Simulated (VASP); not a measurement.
Runs of VASP 6.6.1 on Si2W. The structure is that of space group I4/mmm (No. 139), or close to it. The cells are those of the table. 

```csv
cell,gap on the mesh (eV),pressure (GPa),largest force (eV/Å)
"a = 4.670 Å, angles 144.2, 144.2, 51.6°, 3 atoms",none,(a),(b)
"a = 4.018 Å, angles 132.4, 132.4, 69.6°, 3 atoms",none,60.1,0.69
"a = 4.492 Å, angles 138.5, 138.5, 60.2°, 3 atoms",none,0.7,0.01
"a = 4.665 Å, angles 138.5, 138.5, 60.2°, 3 atoms",none,-20.9,0.27
"a = 4.417 Å, angles 140.4, 140.4, 57.2°, 3 atoms",none,41.0,0.52
"a = 4.200 Å, angles 136.5, 136.5, 63.3°, 3 atoms",none,45.3,0.23
"a = 4.448 Å, angles 134.4, 134.4, 66.4°, 3 atoms",none,-15.7,0.23
```

Alike in all rows: task single point; level LDA; potentials or basis VASP PAW LDA potentials, release 64 (Si, W_sv); no spin polarisation; k mesh 20 × 20 × 20; cutoff (eV) 520; smearing gaussian 0.15 eV.

Estimate the missing entries.

(a) 43.9; (b) 0.54.

Caveats: spin-orbit coupling is left out, which moves the levels of the heavy elements.

A k mesh can miss the band edges, and the runs leave out spin-orbit coupling on W.

A gap of «none» marks levels without a gap at the run's occupations.
